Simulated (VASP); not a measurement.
# Ti (P6_3/mmc) in VASP: further runs

The runs below take Ti through single point, with PBEsol.

Program: VASP 6.6.1. These are calculated values, not measurements. Logs are shortened: lines on timing, memory, paths and dates and some standing lists are left out, and cuts for length are marked.

### Step 1. The cell of the first run

The structure is hexagonal, space group P6_3/mmc (No. 194). Conventional cell: a = 2.929 Å, b = 2.929 Å, c = 4.563 Å, α = 90.00°, β = 90.00°, γ = 120.00°. Within 3.7 Å of Ti (site symmetry -6m2) lie 12 Ti at 2.84 to 2.93 Å.

### Step 2. Single point, PBEsol (biaxial strain in the a-b plane: +1.0 %)

INCAR reads:

```
SYSTEM = Ti
PREC     = Accurate       ! precision mode
ENCUT    = 520            ! plane-wave cutoff, eV
EDIFF    = 1E-7           ! SCF threshold, eV
ISMEAR   = 0              ! smearing method
SIGMA    = 0.1            ! smearing width, eV
LREAL    = .False.        ! projectors in reciprocal space
LASPH    = .True.         ! aspherical terms in the spheres
NELM     = 60             ! most SCF steps
ALGO     = Fast           ! electronic algorithm
ISIF     = 2              ! what is computed and relaxed
LWAVE    = .False.        ! write WAVECAR
LCHARG   = .False.        ! write CHGCAR
GGA      = PS             ! functional
NBANDS   = 19             ! bands
```

KPOINTS reads:

```
Automatic mesh
0
Gamma
  24 24 12
  0 0 0
```

POSCAR reads:

```
Ti
1.0
    2.9294395523      0.0000000000      0.0000000000
   -1.4647197762      2.5369690712      0.0000000000
    0.0000000000      0.0000000000      4.5634445039
Ti
2
Direct
    0.3333333333      0.6666666667      0.2500000000
    0.6666666667      0.3333333333      0.7500000000
```

Potentials or basis: VASP PAW PBE potentials, release 64 (Ti_sv).

Started as:

```bash
cat potpaw_PBE.64/Ti_sv/POTCAR > POTCAR
mpirun -np 1 vasp_std > vasp.out
```

OUTCAR:

```text
SYSTEM = Ti
   PREC = Accurate
   ENCUT = 520
   EDIFF = 1E-7
   ISMEAR = 0
   LREAL = .False.
   LASPH = .True.
   NELM = 60
   ISIF = 2
   GGA = PS

 ion  position               nearest neighbor table
   1  0.333  0.667  0.250-   2 2.84   2 2.84   2 2.84   2 2.84   2 2.84   2 2.84
   2  0.667  0.333  0.750-   1 2.84   1 2.84   1 2.84   1 2.84   1 2.84   1 2.84

  LATTYP: Found a hexagonal cell.
 ALAT       =     2.9294395523
 C/A-ratio  =     1.5577875639

  Lattice vectors:

 A1 = (   2.9294395523,   0.0000000000,   0.0000000000)
 A2 = (  -1.4647197762,   2.5369690712,   0.0000000000)
 A3 = (   0.0000000000,   0.0000000000,   4.5634445039)

Analysis of symmetry for initial positions (statically):
=====================================================================
 Subroutine PRICEL returns:
 Original cell was already a primitive cell.

 Routine SETGRP: Setting up the symmetry group for a
 hexagonal supercell.

 Subroutine GETGRP returns: Found 24 space group operations
 (whereof 12 operations were pure point group operations)
 out of a pool of 24 trial point group operations.

The static configuration has the point symmetry D_3d.
 The point group associated with its full space group is D_6h.

Analysis of symmetry for dynamics (positions and initial velocities):
=====================================================================
 Subroutine PRICEL returns:
 Original cell was already a primitive cell.

 Routine SETGRP: Setting up the symmetry group for a
 hexagonal supercell.

 Subroutine GETGRP returns: Found 24 space group operations
 (whereof 12 operations were pure point group operations)
 out of a pool of 24 trial point group operations.

The dynamic configuration has the point symmetry D_3d.
 The point group associated with its full space group is D_6h.

 Subroutine INISYM returns: Found 24 space group operations
 (whereof 12 operations are pure point group operations),
 and found     1 'primitive' translations

----------------------------------------------------------------------------------------

                                     Primitive cell

  volume of cell :      33.9151

  direct lattice vectors                    reciprocal lattice vectors
     2.929439552  0.000000000  0.000000000     0.341362224  0.197085572  0.000000000
    -1.464719776  2.536969071  0.000000000     0.000000000  0.394171144  0.000000000
     0.000000000  0.000000000  4.563444504     0.000000000  0.000000000  0.219132719

  length of vectors
     2.929439552  2.929439552  4.563444504     0.394171144  0.394171144  0.219132719

  position of ions in fractional coordinates (direct lattice)
     0.333333333  0.666666667  0.250000000
     0.666666667  0.333333333  0.750000000

  ion indices of the primitive-cell ions
   primitive index   ion index
                 1           1
                 2           2

----------------------------------------------------------------------------------------

 KPOINTS: Automatic mesh

Automatic generation of k-mesh.
 Grid dimensions read from file:
 generate k-points for:   24   24   12

 Generating k-lattice:

  Cartesian coordinates                     Fractional coordinates (reciprocal lattice)
     0.014223426  0.008211899  0.000000000     0.041666667 -0.000000000  0.000000000
     0.000000000  0.016423798  0.000000000     0.000000000  0.041666667  0.000000000
     0.000000000  0.000000000  0.018261060     0.000000000  0.000000000  0.083333333

  Length of vectors
     0.016423798  0.016423798  0.018261060

  Shift w.r.t. Gamma in fractional coordinates (k-lattice)
     0.000000000  0.000000000  0.000000000

 Subroutine IBZKPT returns following result:
 ===========================================

 Found    427 irreducible k-points:

 Following reciprocal coordinates:
            Coordinates               Weight
  0.000000  0.000000  0.000000      1.000000
  0.041667  0.000000  0.000000      6.000000
  0.083333  0.000000  0.000000      6.000000
  0.125000  0.000000  0.000000      6.000000
  0.166667  0.000000  0.000000      6.000000
  0.208333 -0.000000  0.000000      6.000000
[... 16 lines left out ...]
  0.416667  0.041667  0.000000     12.000000
  0.458333  0.041667  0.000000     12.000000
 [... further k-points ...]
   k-points           NKPTS =    427   k-points in BZ     NKDIM =    427   number of bands    NBANDS=     19
   number of dos      NEDOS =    301   number of ions     NIONS =      2
   total plane-waves  NPLWV =  20736
   dimension x,y,z NGX =    24 NGY =   24 NGZ =   36
   dimension x,y,z NGXF=    48 NGYF=   48 NGZF=   72
   ions per type =               2
   NGX,Y,Z   is equivalent  to a cutoff of  13.62, 13.62, 13.11 a.u.
   NGXF,Y,Z  is equivalent  to a cutoff of  27.24, 27.24, 26.23 a.u.
 SYSTEM =  Ti
   PREC   = accura    normal or accurate (medium, high low for compatibility)
   ISTART =      0    job   : 0-new  1-cont  2-samecut
   ICHARG =      2    charge: 1-file 2-atom 10-const
[... 85 lines left out ...]
     19      11.7240      0.00000

 k-point     3 :       0.0833    0.0000    0.0000
  band No.  band energies     occupation
      1     -48.1247      2.00000
      2     -47.9664      2.00000
      3     -24.8511      2.00000
      4     -24.1960      2.00000
      5     -24.1748      2.00000
      6     -24.0779      2.00000
[... 11 lines left out ...]
     18       9.9322      0.00000
     19      11.7699      0.00000

 k-point     4 :       0.1250    0.0000    0.0000
  band No.  band energies     occupation
      1     -48.1157      2.00000
      2     -47.9634      2.00000
      3     -24.8307      2.00000
      4     -24.2346      2.00000
      5     -24.1879      2.00000
      6     -24.1177      2.00000
[... 11 lines left out ...]
     18      10.0486      0.00000
     19      11.8335      0.00000

 k-point     5 :       0.1667    0.0000    0.0000
  band No.  band energies     occupation
      1     -48.1038      2.00000
      2     -47.9598      2.00000
      3     -24.8032      2.00000
      4     -24.2852      2.00000
      5     -24.2045      2.00000
      6     -24.1687      2.00000
[... 11 lines left out ...]
     18      10.2502      0.00000
     19      11.9034      0.00000

 k-point     6 :       0.2083   -0.0000    0.0000
  band No.  band energies     occupation
      1     -48.0896      2.00000
      2     -47.9560      2.00000
      3     -24.7695      2.00000
      4     -24.3445      2.00000
      5     -24.2269      2.00000
      6     -24.2234      2.00000
[... 11 lines left out ...]
     18      10.4946      0.00000
     19      11.9711      0.00000

 k-point     7 :       0.2500    0.0000    0.0000
  band No.  band energies     occupation
      1     -48.0739      2.00000
      2     -47.9523      2.00000
      3     -24.7309      2.00000
      4     -24.4085      2.00000
      5     -24.2881      2.00000
      6     -24.2432      2.00000
[... 11 lines left out ...]
     18      10.7704      0.00000
     19      12.0315      0.00000

 k-point     8 :       0.2917    0.0000    0.0000
  band No.  band energies     occupation
      1     -48.0574      2.00000
      2     -47.9492      2.00000
      3     -24.6890      2.00000
      4     -24.4728      2.00000
      5     -24.3480      2.00000
      6     -24.2626      2.00000
[... 256 lines left out ...]
 k-point    20 :       0.2917    0.0417    0.0000
  band No.  band energies     occupation
      1     -48.0483      2.00000
      2     -47.9480      2.00000
      3     -24.6650      2.00000
      4     -24.5026      2.00000
      5     -24.3810      2.00000
      6     -24.2717      2.00000
[... 11 lines left out ...]
     18      11.3210      0.00000
     19      12.0939      0.00000

 k-point    21 :       0.3333    0.0417    0.0000
  band No.  band energies     occupation
      1     -48.0326      2.00000
      2     -47.9467      2.00000
      3     -24.6219      2.00000
      4     -24.5585      2.00000
      5     -24.4291      2.00000
      6     -24.2903      2.00000
[... 11 lines left out ...]
     18      11.6610      0.00000
     19      12.1277      0.00000

 k-point    22 :       0.3750    0.0417    0.0000
  band No.  band energies     occupation
      1     -48.0188      2.00000
      2     -47.9468      2.00000
      3     -24.6043      2.00000
      4     -24.5815      2.00000
      5     -24.4681      2.00000
      6     -24.3050      2.00000
[... 11 lines left out ...]
     18      12.0341      0.00000
     19      12.1520      0.00000

 k-point    23 :       0.4167    0.0417    0.0000
  band No.  band energies     occupation
      1     -48.0080      2.00000
      2     -47.9477      2.00000
      3     -24.6366      2.00000
      4     -24.5483      2.00000
      5     -24.4956      2.00000
      6     -24.3152      2.00000
[... 11 lines left out ...]
     18      12.1676      0.00000
     19      12.4659      0.00000

 k-point    24 :       0.4583    0.0417    0.0000
  band No.  band energies     occupation
      1     -48.0019      2.00000
      2     -47.9487      2.00000
      3     -24.6533      2.00000
      4     -24.5285      2.00000
      5     -24.5098      2.00000
      6     -24.3204      2.00000
[... 11 lines left out ...]
     18      12.1753      0.00000
     19      12.9001      0.00000

 [... further k-points ...]
[... 5 lines left out ...]
  --------------------------------------------------------------------------------------
  -------------------------------------------------------------------------------------
  Total       -0.5113869     -0.5113869     -0.1524911      0.0000000     -0.0000000     -0.0000000
  in kB      -24.1583739    -24.1583739     -7.2038170      0.0000000     -0.0000000     -0.0000000
  external PRESSURE =     -18.5068549 kB  Pullay stress =       0.0000000 kB

 VOLUME and BASIS-vectors are now :
 -----------------------------------------------------------------------------
  energy-cutoff  :      520.00
  volume of cell :       33.92
      direct lattice vectors                 reciprocal lattice vectors
     2.929439552  0.000000000  0.000000000     0.341362224  0.197085572  0.000000000
    -1.464719776  2.536969071  0.000000000     0.000000000  0.394171144  0.000000000
     0.000000000  0.000000000  4.563444504     0.000000000  0.000000000  0.219132719

 POSITION                                       TOTAL-FORCE (eV/Angst)
 -----------------------------------------------------------------------------------
     -0.00000      1.69131      1.14086         0.000000     -0.000000      0.000000
      1.46472      0.84566      3.42258        -0.000000      0.000000      0.000000
 -----------------------------------------------------------------------------------
    total drift:                               -0.000000      0.000000     -0.000000

  FREE ENERGIE OF THE ION-ELECTRON SYSTEM (eV)
  ---------------------------------------------------
  free  energy   TOTEN  =       -16.6791547967 eV

  energy  without entropy=      -16.6697028753  energy(sigma->0) =      -16.67442884
```

It took 6.3 min on 1 thread of Intel Xeon 6975P-C (Granite Rapids), shared host; peak memory 0.34 GiB.

Results:

```
Free energy            : -16.6792 eV
Pressure               : -1.9 GPa
Band gap on the k mesh : zero (bands 12 and 13 overlap by 1.15 eV)
```

Caveat: the cell differs from its parent crystal (biaxial strain in the a-b plane: +1.0 %); the PAW data sets were made with another functional, which shifts forces and pressure a little.

### Step 3. Single point, PBEsol (biaxial strain in the a-b plane: +2.0 %, then relaxed in part)

INCAR reads:

```
  PREC = Accurate
  ENCUT = 520
  EDIFF = 1E-6
  ISMEAR = 0
  SIGMA = 0.1
  LREAL = False
  LASPH = True
  NELM = 100
  ALGO = Fast
  ISIF = 2
  LWAVE = False
  LCHARG = True
  GGA = PS
  LELF = True
  LVHAR = True
  NBANDS = 19
```

KPOINTS reads:

```
Automatic mesh
0
Gamma
  24 24 12
```

POSCAR reads:

```
Ti
1.0
    2.9584439043      0.0000000000      0.0000000000
   -1.4792219522      2.5620875768      0.0000000000
    0.0000000000      0.0000000000      4.5164023008
Ti
2
Direct
    0.3333333333      0.6666666667      0.2500000000
    0.6666666667      0.3333333333      0.7500000000
```

Potentials or basis: VASP PAW PBE potentials, release 64 (Ti_sv).

Started as:

```bash
cat potpaw_PBE.64/Ti_sv/POTCAR > POTCAR
mpirun -np 1 vasp_std > vasp.out
```

Run time: 4.3 min. Hardware: 1 thread of Intel Xeon 6975P-C (Granite Rapids), shared host; peak memory 0.33 GiB.

The run converged. Its results:

```yaml
Free_energy: -16.6667 eV
Pressure: -2.9 GPa
Band_gap_on_the_k_mesh: zero (bands 12 and 13 overlap by 1.16 eV)
```

Stress tensor (GPa, compression positive):
```
-4.15  0.00  0.00
 0.00 -4.15  0.00
 0.00  0.00 -0.33
```

Levels at points of the mesh, in eV from the Fermi level:
```
           k point  band 9  band 10  band 11  band 12  band 13  band 14  band 15  band 16
(0.00, 0.00, 0.00)   -6.26    -2.73     0.71     0.71     1.11     1.16     1.29     1.29
(0.50, 0.00, 0.00)   -2.43    -2.25    -1.86    -0.76     0.27     0.76     1.33     3.26
(0.00, 0.00, 0.50)   -4.29    -4.29     0.22     0.22     0.55     0.55     0.55     0.55
(0.50, 0.00, 0.50)   -2.60    -2.60    -0.77    -0.77     1.33     1.33     1.63     1.63
```

Caveat: the cell differs from its parent crystal (biaxial strain in the a-b plane: +2.0 %, then relaxed in part); the PAW data sets were made with another functional, which shifts forces and pressure a little.

### Step 4. Single point, PBEsol (biaxial strain in the a-b plane: +2.0 %)

INCAR reads:

```
  PREC = Accurate
  ENCUT = 520
  EDIFF = 1E-7
  ISMEAR = 0
  SIGMA = 0.1
  LREAL = False
  LASPH = True
  NELM = 100
  ALGO = Fast
  ISIF = 2
  LWAVE = False
  LCHARG = False
  GGA = PS
  NBANDS = 19
```

KPOINTS reads:

```
regular mesh
0
Gamma
  24 24 12
```

Changes to POSCAR since step 3:

```diff
@@ -4,3 +4,3 @@
    -1.4792219522      2.5620875768      0.0000000000
-    0.0000000000      0.0000000000      4.5164023008
+    0.0000000000      0.0000000000      4.5358985612
 Ti
```

Started as:

```bash
cat potpaw_PBE.64/Ti_sv/POTCAR > POTCAR
mpirun -np 1 vasp_std > vasp.out
```

Run time: 5.6 min. Hardware: 1 thread of Intel Xeon 6975P-C (Granite Rapids), shared host; peak memory 0.34 GiB.

The run converged. Its results:

| Property | Result |
| --- | --- |
| Free energy | -16.6661 eV |
| Pressure | -3.3 GPa |
| Band gap on the k mesh | zero (bands 12 and 13 overlap by 1.12 eV) |

Stress tensor (GPa, compression positive):
```
-4.44  0.00  0.00
 0.00 -4.44  0.00
 0.00  0.00 -1.11
```

Levels at points of the mesh, in eV from the Fermi level:
| k point | band 10 | band 11 | band 12 | band 13 | band 14 | band 15 |
| --- | --- | --- | --- | --- | --- | --- |
| (0.00, 0.00, 0.00) | -2.72 | 0.72 | 0.72 | 1.08 | 1.10 | 1.28 |
| (0.50, 0.00, 0.00) | -2.23 | -1.85 | -0.74 | 0.30 | 0.74 | 1.31 |
| (0.00, 0.00, 0.50) | -4.30 | 0.20 | 0.20 | 0.57 | 0.57 | 0.57 |
| (0.50, 0.00, 0.50) | -2.59 | -0.78 | -0.78 | 1.32 | 1.32 | 1.63 |

Caveat: the cell differs from its parent crystal (biaxial strain in the a-b plane: +2.0 %); the cell stands under tension; the PAW data sets were made with another functional, which shifts forces and pressure a little.

### Step 5. Single point, PBEsol (biaxial strain in the a-b plane: +3.0 %, then relaxed in part)

INCAR reads:

```
PREC = Accurate ; ENCUT = 520
EDIFF = 1E-7 ; ISMEAR = 0
SIGMA = 0.1 ; LREAL = F
LASPH = T ; NELM = 80
ALGO = Fast ; ISIF = 2
LWAVE = F ; LCHARG = F
GGA = PS ; NBANDS = 19
```

KPOINTS is that of step 4.

POSCAR reads:

```
Ti
1.0
    2.9874482563      0.0000000000      0.0000000000
   -1.4937241282      2.5872060825      0.0000000000
    0.0000000000      0.0000000000      4.4804023370
Ti
2
Direct
    0.3333333333      0.6666666667      0.2500000000
    0.6666666667      0.3333333333      0.7500000000
```

Started as:

```bash
cat potpaw_PBE.64/Ti_sv/POTCAR > POTCAR
mpirun -np 1 vasp_std > vasp.out
```

Wall time 5.6 min (1 thread of Intel Xeon 6975P-C (Granite Rapids), shared host); peak memory 0.35 GiB.

It converged, with:

| Property | Result |
| --- | --- |
| Free energy | -16.6465 eV |
| Pressure | -4.1 GPa |
| Band gap on the k mesh | zero (bands 12 and 13 overlap by 1.14 eV) |

Stress tensor (GPa, compression positive):
```
-5.96  0.00  0.00
 0.00 -5.96  0.00
 0.00  0.00 -0.40
```

Levels at points of the mesh, in eV from the Fermi level:
```tsv
k point	band 9	band 10	band 11	band 12	band 13	band 14	band 15	band 16
(0.00, 0.00, 0.00)	-6.23	-2.70	0.68	0.68	1.21	1.28	1.28	1.30
(0.50, 0.00, 0.00)	-2.44	-2.23	-1.81	-0.83	0.19	0.81	1.39	3.15
(0.00, 0.00, 0.50)	-4.24	-4.24	0.29	0.29	0.49	0.49	0.49	0.49
(0.50, 0.00, 0.50)	-2.57	-2.57	-0.73	-0.73	1.29	1.29	1.55	1.55
```

Caveat: the cell differs from its parent crystal (biaxial strain in the a-b plane: +3.0 %, then relaxed in part); the stress differs along the axes, from -6 to -0 GPa; the PAW data sets were made with another functional, which shifts forces and pressure a little.

### Step 6. Single point, PBEsol (biaxial strain in the a-b plane: +3.0 %)

INCAR reads:

```
SYSTEM = Ti
PREC = Accurate ; ENCUT = 520
EDIFF = 1E-7 ; ISMEAR = 0
SIGMA = 0.1 ; LREAL = .FALSE.
LASPH = .TRUE. ; NELM = 60
ALGO = Fast ; ISIF = 2
LWAVE = .FALSE. ; LCHARG = .FALSE.
GGA = PS ; NBANDS = 19
```

KPOINTS reads:

```
Automatic mesh
0
G
  24 24 12
  0 0 0
```

Changes to POSCAR since step 5:

```diff
@@ -4,3 +4,3 @@
    -1.4937241282      2.5872060825      0.0000000000
-    0.0000000000      0.0000000000      4.4804023370
+    0.0000000000      0.0000000000      4.5083526186
 Ti
```

Potentials or basis: VASP PAW PBE potentials, release 64 (Ti_sv).

Started as:

```bash
cat potpaw_PBE.64/Ti_sv/POTCAR > POTCAR
mpirun -np 1 vasp_std > vasp.out
```

Run time: 5.7 min. Hardware: 1 thread of Intel Xeon 6975P-C (Granite Rapids), shared host; peak memory 0.35 GiB.

The run converged. Its results:

```yaml
Free_energy: -16.6454 eV
Pressure: -4.7 GPa
Band_gap_on_the_k_mesh: zero (bands 12 and 13 overlap by 1.14 eV)
```

Stress tensor (GPa, compression positive):
```
-6.29  0.00  0.00
 0.00 -6.29  0.00
 0.00  0.00 -1.45
```

Levels at points of the mesh, in eV from the Fermi level:
```csv
k point,band 10,band 11,band 12,band 13,band 14,band 15
"(0.00, 0.00, 0.00)",-2.68,0.69,0.69,1.16,1.22,1.27
"(0.50, 0.00, 0.00)",-2.20,-1.80,-0.81,0.22,0.78,1.35
"(0.00, 0.00, 0.50)",-4.25,0.26,0.26,0.51,0.51,0.51
"(0.50, 0.00, 0.50)",-2.55,-0.74,-0.74,1.27,1.27,1.56
```

Caveat: the cell differs from its parent crystal (biaxial strain in the a-b plane: +3.0 %); the cell stands under tension; the PAW data sets were made with another functional, which shifts forces and pressure a little.

### Step 7. Overview

| cell | further INCAR settings | gap on the mesh (eV) | pressure (GPa) |
| --- | --- | --- | --- |
| a = 2.929, b = 2.929, c = 4.563 Å, angles 90.0, 90.0, 120.0°, 2 atoms | ALGO = Fast; EDIFF = 1e-07; NBANDS = 19 | none | -1.9 |
| a = 2.958, b = 2.958, c = 4.516 Å, angles 90.0, 90.0, 120.0°, 2 atoms | ALGO = Fast; EDIFF = 1e-06; NBANDS = 19 | none | -2.9 |
| a = 2.958, b = 2.958, c = 4.536 Å, angles 90.0, 90.0, 120.0°, 2 atoms | ALGO = Fast; EDIFF = 1e-07; NBANDS = 19 | none | -3.3 |
| a = 2.987, b = 2.987, c = 4.480 Å, angles 90.0, 90.0, 120.0°, 2 atoms | ALGO = Fast; EDIFF = 1e-07; NBANDS = 19 | none | -4.1 |
| a = 2.987, b = 2.987, c = 4.508 Å, angles 90.0, 90.0, 120.0°, 2 atoms | ALGO = Fast; EDIFF = 1e-07; NBANDS = 19 | none | -4.7 |

Alike in all rows: task single point; level PBEsol; potentials or basis VASP PAW PBE potentials, release 64 (Ti_sv); no spin polarisation; k mesh 24 × 24 × 12; cutoff (eV) 520; smearing gaussian 0.1 eV.

Caveats: the PAW data sets were made with another functional, which shifts forces and pressure a little; the cell stands under tension (at least some runs); the stress differs along the axes, from -6 to -0 GPa (at least some runs).

Absolute energies hang on the potentials; compare differences alone.
